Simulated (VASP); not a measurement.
# Os (P6_3/mmc) in VASP: a series of runs

Os is run at these levels: PBE, RPBE+D4; tasks: single point.

Everything below comes from runs of VASP 6.6.1. Logs are shortened: lines on timing, memory, paths and dates and some standing lists are left out, and cuts for length are marked.

## (1) The cell of the first run

Symmetry: P6_3/mmc, No. 194, hexagonal system. The conventional cell has a = 2.734 Å, b = 2.734 Å, c = 4.320 Å, α = 90.00°, β = 90.00°, γ = 120.00°. Os (site symmetry -6m2) has 12 Os at 2.68 to 2.73 Å within 3.5 Å.

## (2) Single point, PBE

File INCAR:

```
SYSTEM = Os
PREC     = Accurate       ! precision mode
ENCUT    = 520            ! plane-wave cutoff, eV
EDIFF    = 1E-6           ! SCF threshold, eV
ISMEAR   = 0              ! smearing method
SIGMA    = 0.019000000000000003 ! smearing width, eV
LREAL    = .False.        ! projectors in reciprocal space
LASPH    = .True.         ! aspherical terms in the spheres
NELM     = 60             ! most SCF steps
ALGO     = Normal         ! electronic algorithm
ISIF     = 2              ! what is computed and relaxed
LWAVE    = .False.        ! write WAVECAR
LCHARG   = .False.        ! write CHGCAR
GGA      = PE             ! functional
NBANDS   = 15             ! bands
```

File KPOINTS:

```
regular mesh
0
Gamma
  11 11 6
  0 0 0
```

File POSCAR:

```
Os
1.0
    2.7341000000      0.0000000000      0.0000000000
   -1.3670500000      2.3678000565      0.0000000000
    0.0000000000      0.0000000000      4.3197000000
Os
2
Direct
    0.6666666667      0.3333333333      0.7500000000
    0.3333333333      0.6666666667      0.2500000000
```

Potentials or basis: VASP PAW PBE potentials, release 64 (Os).

On the command line:

```bash
> cat potpaw_PBE.64/Os/POTCAR > POTCAR
> mpirun -np 1 vasp_std > vasp.out
```

OUTCAR:

```text
SYSTEM = Os
   PREC = Accurate
   ENCUT = 520
   EDIFF = 1E-6
   ISMEAR = 0
   LREAL = .False.
   LASPH = .True.
   NELM = 60
   ISIF = 2
   GGA = PE

 ion  position               nearest neighbor table
   1  0.667  0.333  0.750-   2 2.68   2 2.68   2 2.68   2 2.68   2 2.68   2 2.68
   2  0.333  0.667  0.250-   1 2.68   1 2.68   1 2.68   1 2.68   1 2.68   1 2.68

  LATTYP: Found a hexagonal cell.
 ALAT       =     2.7341000000
 C/A-ratio  =     1.5799348963

  Lattice vectors:

 A1 = (   2.7341000000,   0.0000000000,   0.0000000000)
 A2 = (  -1.3670500000,   2.3678000565,   0.0000000000)
 A3 = (   0.0000000000,   0.0000000000,   4.3197000000)

Analysis of symmetry for initial positions (statically):
=====================================================================
 Subroutine PRICEL returns:
 Original cell was already a primitive cell.

 Routine SETGRP: Setting up the symmetry group for a
 hexagonal supercell.

 Subroutine GETGRP returns: Found 24 space group operations
 (whereof 12 operations were pure point group operations)
 out of a pool of 24 trial point group operations.

The static configuration has the point symmetry D_3d.
 The point group associated with its full space group is D_6h.

Analysis of symmetry for dynamics (positions and initial velocities):
=====================================================================
 Subroutine PRICEL returns:
 Original cell was already a primitive cell.

 Routine SETGRP: Setting up the symmetry group for a
 hexagonal supercell.

 Subroutine GETGRP returns: Found 24 space group operations
 (whereof 12 operations were pure point group operations)
 out of a pool of 24 trial point group operations.

The dynamic configuration has the point symmetry D_3d.
 The point group associated with its full space group is D_6h.

 Subroutine INISYM returns: Found 24 space group operations
 (whereof 12 operations are pure point group operations),
 and found     1 'primitive' translations

----------------------------------------------------------------------------------------

                                     Primitive cell

  volume of cell :      27.9649

  direct lattice vectors                    reciprocal lattice vectors
     2.734100000  0.000000000  0.000000000     0.365751070  0.211166479  0.000000000
    -1.367050000  2.367800057  0.000000000     0.000000000  0.422332957  0.000000000
     0.000000000  0.000000000  4.319700000     0.000000000  0.000000000  0.231497558

  length of vectors
     2.734100000  2.734100000  4.319700000     0.422332957  0.422332957  0.231497558

  position of ions in fractional coordinates (direct lattice)
     0.666666667  0.333333333  0.750000000
     0.333333333  0.666666667  0.250000000

  ion indices of the primitive-cell ions
   primitive index   ion index
                 1           1
                 2           2

----------------------------------------------------------------------------------------

 KPOINTS: regular mesh

Automatic generation of k-mesh.
 Grid dimensions read from file:
 generate k-points for:   11   11    6

 Generating k-lattice:

  Cartesian coordinates                     Fractional coordinates (reciprocal lattice)
     0.033250097  0.019196953  0.000000000     0.090909091 -0.000000000  0.000000000
     0.000000000  0.038393905  0.000000000     0.000000000  0.090909091  0.000000000
     0.000000000  0.000000000  0.038582926     0.000000000  0.000000000  0.166666667

  Length of vectors
     0.038393905  0.038393905  0.038582926

  Shift w.r.t. Gamma in fractional coordinates (k-lattice)
     0.000000000  0.000000000  0.000000000

 Subroutine IBZKPT returns following result:
 ===========================================

 Found     64 irreducible k-points:

 Following reciprocal coordinates:
            Coordinates               Weight
  0.000000  0.000000  0.000000      1.000000
  0.090909  0.000000  0.000000      6.000000
  0.181818  0.000000  0.000000      6.000000
  0.272727 -0.000000  0.000000      6.000000
  0.363636 -0.000000  0.000000      6.000000
  0.454545  0.000000  0.000000      6.000000
[... 16 lines left out ...]
  0.090909  0.090909  0.166667     12.000000
  0.181818  0.090909  0.166667     24.000000
 [... further k-points ...]
   k-points           NKPTS =     64   k-points in BZ     NKDIM =     64   number of bands    NBANDS=     15
   number of dos      NEDOS =    301   number of ions     NIONS =      2
   total plane-waves  NPLWV =  12800
   dimension x,y,z NGX =    20 NGY =   20 NGZ =   32
   dimension x,y,z NGXF=    40 NGYF=   40 NGZF=   64
   ions per type =               2
   NGX,Y,Z   is equivalent  to a cutoff of  12.16, 12.16, 12.32 a.u.
   NGXF,Y,Z  is equivalent  to a cutoff of  24.32, 24.32, 24.63 a.u.
 SYSTEM =  Os
   PREC   = accura    normal or accurate (medium, high low for compatibility)
   ISTART =      0    job   : 0-new  1-cont  2-samecut
   ICHARG =      2    charge: 1-file 2-atom 10-const
   ISPIN  =      1    spin polarized calculation?
   LNONCOLLINEAR =      F non collinear calculations
   LSORBIT =      F    spin-orbit coupling
   LASPH  =      T    aspherical Exc in radial PAW
   ENCUT  =  520.0 eV  38.22 Ry    6.18 a.u.   5.08  5.08  8.03*2*pi/ulx,y,z
   NELM   =     60;   NELMIN=  2; NELMDL= -5     # of ELM steps
   EDIFF  = 0.1E-05   stopping-criterion for ELM
   LREAL  =      F    real-space projection
   EDIFFG = 0.1E-04   stopping-criterion for IOM
   NSW    =      0    number of steps for IOM
   IBRION =     -1    ionic relax: 0-MD 1-quasi-New 2-CG
   NFREE  =      0    steps in history (QN), initial steepest desc. (CG)
   ISIF   =      2    stress and relaxation
   ISYM   =      2    0-nonsym 1-usesym 2-fastsym
   POTIM  = 0.5000    time-step for ionic-motion
   TEBEG  =    0.0;   TEEND  =   0.0 temperature during run
   PSTRESS=    0.0 pullay stress
   NELECT =      16.0000    total number of electrons
   NUPDOWN=      -1.0000    fix difference up-down
   EMIN   =  10.00;   EMAX   =-10.00  energy-range for DOS
   EFERMI =   0.00;   METHOD = LEGACY
   ISMEAR =     0;   SIGMA  =   0.02  broadening in eV -4-tet -1-fermi 0-gaus
   EFERMI_NEDOS =   21; number of points for ismear=-14 and -15
   IALGO  =     38    algorithm
   IMIX   =      4    mixing-type and parameters
     AMIX     =   0.40;   BMIX     =  1.00
     AMIX_MAG =   1.60;   BMIX_MAG =  1.00
  volume/ion in A,a.u.               =      13.98        94.36
  Fermi-wavevector in a.u.,A,eV,Ry     =   1.359076  2.568282 25.131161  1.847088
  Thomas-Fermi vector in A             =   2.485855
   LORBIT       =      0    0 simple, 1 ext, 2 COOP (PROOUT), +10 PAW based schemes
   GGA     = PE    functional components
   LHFCALC =     F    Hartree Fock is set to
   AEXX    =    0.0000 exact exchange contribution
   IVDW    =     0    specifies the selected vdW correction
   LEPSILON=     F    determine dielectric tensor
   LRPA    =     F    only Hartree local field effects (RPA)
 non-spin polarized calculation
 Gauss-broadening in eV      SIGMA  =   0.02
  energy-cutoff  :      520.00
  volume of cell :       27.96
 maximum number of plane-waves:       768
   NGX = 11   NGY = 11   NGZ = 17

 number of electron      15.9999998 magnetization

 Free energy of the ion-electron system (eV)
  ---------------------------------------------------
  ext. energy  EPLUGINS =         0.00000000
  ---------------------------------------------------
  free energy    TOTEN  =       -22.46797640 eV

  energy without entropy =      -22.46763553  energy(sigma->0) =      -22.46780597

 E-fermi :   9.4111     XC(G=0): -14.0601

 val. band max:        9.4069891674   @ k =   0.0909   0.0000   0.3333
 cond. band min:       9.4908398048   @ k =   0.3636   0.0909   0.3333
 fundamental gap:      0.0838506373
 Fermi energy:         9.4111302406

 k-point     1 :       0.0000    0.0000    0.0000
  band No.  band energies     occupation
      1      -1.4737      2.00000
      2       1.6789      2.00000
      3       6.4220      2.00000
      4       6.4220      2.00000
      5       6.6709      2.00000
      6       7.2648      2.00000
      7       7.2648      2.00000
      8       7.9108      2.00000
      9       7.9108      2.00000
     10       9.4970      0.00000
     11      11.1642      0.00000
     12      11.1642      0.00000
     13      18.5534      0.00000
     14      23.5114      0.00000
     15      26.2261      0.00000

 k-point     2 :       0.0909    0.0000    0.0000
  band No.  band energies     occupation
      1      -1.1414      2.00000
      2       1.9710      2.00000
      3       5.8674      2.00000
      4       6.7163      2.00000
      5       7.0320      2.00000
      6       7.1880      2.00000
      7       7.4346      2.00000
      8       7.5394      2.00000
      9       7.6807      2.00000
     10       8.4353      2.00000
     11      11.3222      0.00000
     12      12.7926      0.00000
     13      18.5221      0.00000
     14      24.1864      0.00000
     15      26.6476      0.00000

 k-point     3 :       0.1818    0.0000    0.0000
  band No.  band energies     occupation
      1      -0.2230      2.00000
      2       2.6546      2.00000
      3       5.2213      2.00000
      4       5.9627      2.00000
      5       6.6148      2.00000
      6       7.1621      2.00000
      7       7.5676      2.00000
      8       7.8366      2.00000
      9       7.9277      2.00000
     10       8.3267      2.00000
     11      11.6432      0.00000
     12      15.1812      0.00000
     13      18.3394      0.00000
     14      25.2474      0.00000
     15      26.8626      0.00000
[... 343 lines left out ...]
 k-point    23 :       0.0909    0.0909    0.1667
  band No.  band energies     occupation
      1      -0.2032      2.00000
      2       2.5682      2.00000
      3       5.3656      2.00000
      4       5.7467      2.00000
      5       6.5254      2.00000
      6       6.8817      2.00000
      7       7.3492      2.00000
      8       7.7011      2.00000
      9       8.4092      2.00000
     10       8.4775      2.00000
     11      11.4435      0.00000
     12      13.4914      0.00000
     13      20.0341      0.00000
     14      24.7555      0.00000
     15      26.8638      0.00000

 k-point    24 :       0.1818    0.0909    0.1667
  band No.  band energies     occupation
      1       0.8326      2.00000
      2       3.2865      2.00000
      3       4.6949      2.00000
      4       4.9186      2.00000
      5       6.1722      2.00000
      6       6.7904      2.00000
      7       7.3674      2.00000
      8       8.3204      2.00000
      9       8.9318      2.00000
     10       9.3105      2.00000
     11      11.6035      0.00000
     12      15.0213      0.00000
     13      20.0220      0.00000
     14      24.6021      0.00000
     15      25.6917      0.00000

 [... further k-points ...]
[... 5 lines left out ...]
  --------------------------------------------------------------------------------------
  -------------------------------------------------------------------------------------
  Total        1.5184977      1.5184977      1.5685463      0.0000000      0.0000000      0.0000000
  in kB       86.9984890     86.9984890     89.8658973      0.0000000      0.0000000      0.0000000
  external PRESSURE =      87.9542918 kB  Pullay stress =       0.0000000 kB

 VOLUME and BASIS-vectors are now :
 -----------------------------------------------------------------------------
  energy-cutoff  :      520.00
  volume of cell :       27.96
      direct lattice vectors                 reciprocal lattice vectors
     2.734100000  0.000000000  0.000000000     0.365751070  0.211166479  0.000000000
    -1.367050000  2.367800057  0.000000000     0.000000000  0.422332957  0.000000000
     0.000000000  0.000000000  4.319700000     0.000000000  0.000000000  0.231497558

 POSITION                                       TOTAL-FORCE (eV/Angst)
 -----------------------------------------------------------------------------------
      1.36705      0.78927      3.23977         0.000000      0.000000      0.000000
     -0.00000      1.57853      1.07993        -0.000000      0.000000      0.000000
 -----------------------------------------------------------------------------------
    total drift:                               -0.000000      0.000000     -0.000000

  FREE ENERGIE OF THE ION-ELECTRON SYSTEM (eV)
  ---------------------------------------------------
  free  energy   TOTEN  =       -22.4679763984 eV

  energy  without entropy=      -22.4676355327  energy(sigma->0) =      -22.46780597
```

It took 29 s on 1 thread of Intel Xeon 8259CL, shared host; peak memory 0.15 GiB.

Results:

```
Free energy            : -22.4680 eV
Pressure               : 8.8 GPa
Band gap on the k mesh : zero (band 8 reaches 11.57 eV, above the bottom of band 9 at 7.68 eV)
```

Stress tensor (GPa, compression positive):
```
8.70 0.00 0.00
0.00 8.70 0.00
0.00 0.00 8.99
```

Levels at points of the mesh, in eV from the Fermi level:
```
           k point  band 6  band 7  band 8  band 9  band 10  band 11
(0.00, 0.00, 0.00)   -2.15   -2.15   -1.50   -1.50     0.09     1.75
(0.00, 0.00, 0.50)   -3.18   -3.18   -3.18    0.96     0.96     0.96
```

Caveat: spin-orbit coupling is left out, which moves the levels of the heavy elements.

## (3) Single point, RPBE+D4

File INCAR:

```
SYSTEM = Os
PREC = Accurate
ENCUT = 520
EDIFF = 1E-6
ISMEAR = -1
SIGMA = 0.05
LREAL = .FALSE.
LASPH = .TRUE.
NELM = 60
ALGO = Normal
ISIF = 2
LWAVE = .FALSE.
LCHARG = .TRUE.
GGA = RP
IVDW = 13
LELF = .TRUE.
LVHAR = .TRUE.
NBANDS = 15
```

File KPOINTS:

```
Automatic mesh
0
G
  11 11 6
  0 0 0
```

File POSCAR:

```
Os
1.0
    2.7314248387      0.0000000000      0.0000000000
   -1.3657124194      2.3654832989      0.0000000000
    0.0000000000      0.0000000000      4.3195653765
Os
2
Direct
    0.6666666667      0.3333333333      0.7500000000
    0.3333333333      0.6666666667      0.2500000000
```

Potentials or basis: VASP PAW PBE potentials, release 64 (Os).

On the command line:

```bash
> cat potpaw_PBE.64/Os/POTCAR > POTCAR
> mpirun -np 1 vasp_std > vasp.out
```

It took 32 s on 1 thread of Intel Xeon 8259CL, shared host; peak memory 0.15 GiB.

Results (log left out):

```
Free energy                : -23.6429 eV
Pressure                   : -0.2 GPa
Band gap on the k mesh     : zero (band 8 reaches 11.68 eV, above the bottom of band 9 at 7.79 eV)
Dispersion energy per atom : -1.243 eV
```

Stress tensor (GPa, compression positive):
```
-0.14  0.00  0.00
 0.00 -0.14  0.00
 0.00  0.00 -0.29
```

Levels at points of the mesh, in eV from the Fermi level:
```
           k point  band 6  band 7  band 8  band 9  band 10  band 11
(0.00, 0.00, 0.00)   -2.17   -2.17   -1.51   -1.51     0.05     1.74
(0.00, 0.00, 0.50)   -3.21   -3.21   -3.21    0.94     0.94     0.94
```

Caveat: the PAW data sets were made with another functional, which shifts forces and pressure a little; spin-orbit coupling is left out, which moves the levels of the heavy elements; pairwise dispersion overbinds metals, which lowers pressure and volume.
